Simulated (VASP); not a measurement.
# KSn4O (P6/mmm) in VASP: single point with PBE

Aim: the single point of KSn4O with PBE.

Everything below comes from runs of VASP 6.6.1. Logs are shortened: lines on timing, memory, paths and dates and some standing lists are left out, and cuts for length are marked.

### Step 1. The cell of the first run

It takes space group P6/mmm (No. 191, hexagonal). The conventional cell has a = 4.661 Å, b = 4.661 Å, c = 8.155 Å, α = 90.00°, β = 90.00°, γ = 120.00°. Within 2.9 Å of K (site symmetry 6/mmm) lie 2 Sn at 2.18 Å. Sn (site symmetry 6mm) has 1 O at 1.90 Å and 1 K at 2.18 Å within 2.5 Å. Within 3.5 Å of Sn (site symmetry -6m2) lie 3 O at 2.69 Å and 9 Sn at 2.69 to 3.30 Å. Within 2.5 Å of O (site symmetry 6/mmm) lie 2 Sn at 1.90 Å.

### Step 2. Single point, PBE

Contents of INCAR:

```
PREC = Accurate
ENCUT = 520
EDIFF = 1E-6
ISMEAR = 0
SIGMA = 0.1
LREAL = False
LASPH = True
NELM = 100
ALGO = Normal
ISIF = 2
LWAVE = False
LCHARG = False
GGA = PE
NBANDS = 44
```

Contents of KPOINTS:

```
Automatic mesh
0
Gamma
  6 6 2
```

Contents of POSCAR:

```
KSn4O
1.0
    4.6605147300      0.0000000000      0.0000000000
   -2.3302573600      4.0361241500      0.0000000000
    0.0000000000      0.0000000000      8.1551692500
K Sn O
1 4 1
Direct
    0.0000000000      0.0000000000      0.5000000000
    0.0000000000      0.0000000000      0.7667837700
    0.0000000000      0.0000000000      0.2332162300
    0.3333333300      0.6666666700      0.0000000000
    0.6666666700      0.3333333300      0.0000000000
    0.0000000000      0.0000000000      0.0000000000
```

Potentials or basis: VASP PAW PBE potentials, release 64 (K_sv, Sn_d, O).

Run with:

```sh
cat potpaw_PBE.64/K_sv/POTCAR potpaw_PBE.64/Sn_d/POTCAR potpaw_PBE.64/O/POTCAR > POTCAR
mpirun -np 1 vasp_std > vasp.out
```

OUTCAR:

```text
PREC = Accurate
   ENCUT = 520
   EDIFF = 1E-6
   ISMEAR = 0
   LREAL = False
   LASPH = True
   NELM = 100
   ISIF = 2
   GGA = PE

 ion  position               nearest neighbor table
   1  0.000  0.000  0.500-   2 2.18   3 2.18
   2  0.000  0.000  0.767-   6 1.90   1 2.18   5 3.30   4 3.30   4 3.30   5 3.30   5 3.30   4 3.30

   3  0.000  0.000  0.233-   6 1.90   1 2.18   5 3.30   4 3.30   4 3.30   5 3.30   5 3.30   4 3.30

   4  0.333  0.667  0.000-   6 2.69   5 2.69   5 2.69   6 2.69   6 2.69   5 2.69   2 3.30   3 3.30
                             2 3.30   3 3.30   2 3.30   3 3.30
   5  0.667  0.333  0.000-   6 2.69   4 2.69   4 2.69   6 2.69   6 2.69   4 2.69   2 3.30   3 3.30
                             3 3.30   2 3.30   3 3.30   2 3.30
   6  0.000  0.000  0.000-   2 1.90   3 1.90   4 2.69   5 2.69   4 2.69   5 2.69   5 2.69   4 2.69

  LATTYP: Found a hexagonal cell.
 ALAT       =     4.6605147300
 C/A-ratio  =     1.7498430372

  Lattice vectors:

 A1 = (   4.6605147300,   0.0000000000,   0.0000000000)
 A2 = (  -2.3302573600,   4.0361241500,   0.0000000000)
 A3 = (   0.0000000000,   0.0000000000,   8.1551692500)

Analysis of symmetry for initial positions (statically):
=====================================================================
 Subroutine PRICEL returns:
 Original cell was already a primitive cell.

 Routine SETGRP: Setting up the symmetry group for a
 hexagonal supercell.

 Subroutine GETGRP returns: Found 24 space group operations
 (whereof 24 operations were pure point group operations)
 out of a pool of 24 trial point group operations.

The static configuration has the point symmetry D_6h.

Analysis of symmetry for dynamics (positions and initial velocities):
=====================================================================
 Subroutine PRICEL returns:
 Original cell was already a primitive cell.

 Routine SETGRP: Setting up the symmetry group for a
 hexagonal supercell.

 Subroutine GETGRP returns: Found 24 space group operations
 (whereof 24 operations were pure point group operations)
 out of a pool of 24 trial point group operations.

The dynamic configuration has the point symmetry D_6h.

 Subroutine INISYM returns: Found 24 space group operations
 (whereof 24 operations are pure point group operations),
 and found     1 'primitive' translations

----------------------------------------------------------------------------------------

                                     Primitive cell

  volume of cell :     153.4021

  direct lattice vectors                    reciprocal lattice vectors
     4.660514730  0.000000000  0.000000000     0.214568574  0.123881224  0.000000000
    -2.330257360  4.036124150  0.000000000     0.000000000  0.247762448  0.000000000
     0.000000000  0.000000000  8.155169250     0.000000000  0.000000000  0.122621612

  length of vectors
     4.660514730  4.660514727  8.155169250     0.247762448  0.247762448  0.122621612

  position of ions in fractional coordinates (direct lattice)
     0.000000000  0.000000000  0.500000000
     0.000000000  0.000000000  0.766783770
     0.000000000  0.000000000  0.233216230
     0.333333330  0.666666670  0.000000000
     0.666666670  0.333333330  0.000000000
     0.000000000  0.000000000  0.000000000

  ion indices of the primitive-cell ions
   primitive index   ion index
                 1           1
                 2           2
                 3           3
                 4           4
                 5           5
                 6           6

----------------------------------------------------------------------------------------

 KPOINTS: Automatic mesh

Automatic generation of k-mesh.
 Grid dimensions read from file:
 generate k-points for:    6    6    2

 Generating k-lattice:

  Cartesian coordinates                     Fractional coordinates (reciprocal lattice)
     0.035761429  0.020646871  0.000000000     0.166666667  0.000000000  0.000000000
     0.000000000  0.041293741  0.000000000     0.000000000  0.166666667  0.000000000
     0.000000000  0.000000000  0.061310806     0.000000000  0.000000000  0.500000000

  Length of vectors
     0.041293741  0.041293741  0.061310806

  Shift w.r.t. Gamma in fractional coordinates (k-lattice)
     0.000000000  0.000000000  0.000000000

 Subroutine IBZKPT returns following result:
 ===========================================

 Found     14 irreducible k-points:

 Following reciprocal coordinates:
            Coordinates               Weight
  0.000000  0.000000  0.000000      1.000000
  0.166667  0.000000  0.000000      6.000000
  0.333333  0.000000  0.000000      6.000000
  0.500000  0.000000  0.000000      3.000000
  0.166667  0.166667  0.000000      6.000000
  0.333333  0.166667  0.000000     12.000000
  0.333333  0.333333  0.000000      2.000000
  0.000000  0.000000  0.500000      1.000000
  0.166667  0.000000  0.500000      6.000000
  0.333333  0.000000  0.500000      6.000000
  0.500000  0.000000  0.500000      3.000000
  0.166667  0.166667  0.500000      6.000000
  0.333333  0.166667  0.500000     12.000000
  0.333333  0.333333  0.500000      2.000000
   k-points           NKPTS =     14   k-points in BZ     NKDIM =     14   number of bands    NBANDS=     44
   number of dos      NEDOS =    301   number of ions     NIONS =      6
   total plane-waves  NPLWV =  82944
   dimension x,y,z NGX =    36 NGY =   36 NGZ =   64
   dimension x,y,z NGXF=    72 NGYF=   72 NGZF=  128
   ions per type =               1   4   1
   NGX,Y,Z   is equivalent  to a cutoff of  12.84, 12.84, 13.05 a.u.
   NGXF,Y,Z  is equivalent  to a cutoff of  25.68, 25.68, 26.09 a.u.
 SYSTEM =  unknown system
   PREC   = accura    normal or accurate (medium, high low for compatibility)
   ISTART =      0    job   : 0-new  1-cont  2-samecut
   ICHARG =      2    charge: 1-file 2-atom 10-const
   ISPIN  =      1    spin polarized calculation?
   LNONCOLLINEAR =      F non collinear calculations
   LSORBIT =      F    spin-orbit coupling
   LASPH  =      T    aspherical Exc in radial PAW
   ENCUT  =  520.0 eV  38.22 Ry    6.18 a.u.   8.67  8.67 15.16*2*pi/ulx,y,z
   NELM   =    100;   NELMIN=  2; NELMDL= -5     # of ELM steps
   EDIFF  = 0.1E-05   stopping-criterion for ELM
   LREAL  =      F    real-space projection
   EDIFFG = 0.1E-04   stopping-criterion for IOM
   NSW    =      0    number of steps for IOM
   IBRION =     -1    ionic relax: 0-MD 1-quasi-New 2-CG
   NFREE  =      0    steps in history (QN), initial steepest desc. (CG)
   ISIF   =      2    stress and relaxation
   ISYM   =      2    0-nonsym 1-usesym 2-fastsym
   POTIM  = 0.5000    time-step for ionic-motion
   TEBEG  =    0.0;   TEEND  =   0.0 temperature during run
   PSTRESS=    0.0 pullay stress
   NELECT =      71.0000    total number of electrons
   NUPDOWN=      -1.0000    fix difference up-down
   EMIN   =  10.00;   EMAX   =-10.00  energy-range for DOS
   EFERMI =   0.00;   METHOD = LEGACY
   ISMEAR =     0;   SIGMA  =   0.10  broadening in eV -4-tet -1-fermi 0-gaus
   EFERMI_NEDOS =   21; number of points for ismear=-14 and -15
   IALGO  =     38    algorithm
   IMIX   =      4    mixing-type and parameters
     AMIX     =   0.40;   BMIX     =  1.00
     AMIX_MAG =   1.60;   BMIX_MAG =  1.00
  volume/ion in A,a.u.               =      25.57       172.53
  Fermi-wavevector in a.u.,A,eV,Ry     =   1.266340  2.393037 21.818550  1.603618
  Thomas-Fermi vector in A             =   2.399546
   LORBIT       =      0    0 simple, 1 ext, 2 COOP (PROOUT), +10 PAW based schemes
   GGA     = PE    functional components
   LHFCALC =     F    Hartree Fock is set to
   AEXX    =    0.0000 exact exchange contribution
   IVDW    =     0    specifies the selected vdW correction
   LEPSILON=     F    determine dielectric tensor
   LRPA    =     F    only Hartree local field effects (RPA)
 non-spin polarized calculation
 Gauss-broadening in eV      SIGMA  =   0.10
  energy-cutoff  :      520.00
  volume of cell :      153.40
 maximum number of plane-waves:      4160
 NGX is ok and might be reduce to    36
   NGX = 17   NGY = 17   NGZ = 31

 number of electron      71.0000012 magnetization

 Free energy of the ion-electron system (eV)
  ---------------------------------------------------
  ext. energy  EPLUGINS =         0.00000000
  ---------------------------------------------------
  free energy    TOTEN  =       -11.70242004 eV

  energy without entropy =      -11.68504722  energy(sigma->0) =      -11.69373363

 E-fermi :   6.3352     XC(G=0):  -9.3137

 val. band max:        6.2198019600   @ k =   0.1667   0.0000   0.0000
 cond. band min:       6.3626283336   @ k =   0.3333   0.3333   0.0000
 fundamental gap:      0.1428263736
 Fermi energy:         6.3352023153

 k-point     1 :       0.0000    0.0000    0.0000
  band No.  band energies     occupation
      1     -26.3467      2.00000
      2     -16.6655      2.00000
      3     -16.4423      2.00000
      4     -15.6981      2.00000
      5     -15.6849      2.00000
      6     -15.6849      2.00000
[... 36 lines left out ...]
     43      10.3381      0.00000
     44      10.5018      0.00000

 k-point     2 :       0.1667    0.0000    0.0000
  band No.  band energies     occupation
      1     -26.3461      2.00000
      2     -16.6559      2.00000
      3     -16.4421      2.00000
      4     -15.7867      2.00000
      5     -15.7615      2.00000
      6     -15.6867      2.00000
[... 36 lines left out ...]
     43      10.3280      0.00000
     44      10.6605      0.00000

 k-point     3 :       0.3333    0.0000    0.0000
  band No.  band energies     occupation
      1     -26.3447      2.00000
      2     -16.6478      2.00000
      3     -16.4416      2.00000
      4     -15.8434      2.00000
      5     -15.8384      2.00000
      6     -15.6995      2.00000
[... 506 lines left out ...]
     43      10.8733      0.00000
     44      11.8712      0.00000

 k-point    14 :       0.3333    0.3333    0.5000
  band No.  band energies     occupation
      1     -26.3431      2.00000
      2     -17.0862      2.00000
      3     -15.9457      2.00000
      4     -15.7725      2.00000
      5     -15.7397      2.00000
      6     -15.7397      2.00000
[... 36 lines left out ...]
     43      10.6662      0.00000
     44      10.6663      0.00000

------------------------ aborting loop because EDIFF is reached ----------------------------------------

  FORCE on cell =-STRESS in cart. coord.  units (eV):
  Direction    XX          YY          ZZ          XY          YZ          ZX
  --------------------------------------------------------------------------------------
  -------------------------------------------------------------------------------------
  Total       13.5682704     13.5682704     67.4163188      0.0000000      0.0000000      0.0000000
  in kB      141.7110423    141.7110423    704.1160381      0.0000002      0.0000000      0.0000000
  external PRESSURE =     329.1793742 kB  Pullay stress =       0.0000000 kB

 VOLUME and BASIS-vectors are now :
 -----------------------------------------------------------------------------
  energy-cutoff  :      520.00
  volume of cell :      153.40
      direct lattice vectors                 reciprocal lattice vectors
     4.660514730  0.000000000  0.000000000     0.214568574  0.123881224  0.000000000
    -2.330257360  4.036124150  0.000000000     0.000000000  0.247762448  0.000000000
     0.000000000  0.000000000  8.155169250     0.000000000  0.000000000  0.122621612

 POSITION                                       TOTAL-FORCE (eV/Angst)
 -----------------------------------------------------------------------------------
      0.00000      0.00000      4.07758         0.000000      0.000000      0.000000
      0.00000      0.00000      6.25325         0.000000      0.000000      6.496762
      0.00000      0.00000      1.90192         0.000000     -0.000000     -6.496762
     -0.00000      2.69075      0.00000         0.000000      0.000000      0.000000
      2.33026      1.34537      0.00000        -0.000000     -0.000000      0.000000
      0.00000      0.00000      0.00000         0.000000      0.000000      0.000000
 -----------------------------------------------------------------------------------
    total drift:                                0.000000      0.000000     -0.000000

  FREE ENERGIE OF THE ION-ELECTRON SYSTEM (eV)
  ---------------------------------------------------
  free  energy   TOTEN  =       -11.7024200359 eV

  energy  without entropy=      -11.6850472240  energy(sigma->0) =      -11.69373363
```

It took 3.3 min on 1 thread of Oxide Virtual Turin-like, shared host; peak memory 0.28 GiB.

Results:

* Free energy: -11.7024 eV
* Pressure: 32.9 GPa
* Largest force: 6.497 eV/Å

Forces in eV/Å, atoms in the order of the input:
```
K    0.000  0.000  0.000
Sn   0.000  0.000  6.497
Sn   0.000  0.000 -6.497
Sn   0.000  0.000  0.000
Sn   0.000  0.000  0.000
O    0.000  0.000  0.000
```

Stress tensor (GPa, compression positive):
```
14.17  0.00  0.00
 0.00 14.17  0.00
 0.00  0.00 70.41
```

Levels at points of the mesh, in eV from the Fermi level:
```
           k point  band 31  band 32  band 33  band 34  band 35  band 36  band 37  band 38  band 39  band 40
(0.00, 0.00, 0.00)    -3.28    -2.08    -2.08    -2.03     0.07     0.07     0.37     0.40     1.87     1.87
(0.50, 0.00, 0.00)    -3.79    -3.09    -1.98    -0.56    -0.48    -0.45     0.83     0.95     2.13     2.15
(0.00, 0.00, 0.50)    -4.08    -2.08    -2.08    -2.03    -0.97     0.56     0.86     0.86     0.96     0.96
(0.50, 0.00, 0.50)    -3.82    -3.66    -3.08    -0.72    -0.56     0.12     0.21     1.16     1.59     2.05
```

Caveat: the k points lie up to 0.39 Å⁻¹ apart; spin-orbit coupling is left out, which moves the levels of the heavy elements; an odd number of electrons without spin polarisation forces a metal; a magnetic or distorted state may lie lower.
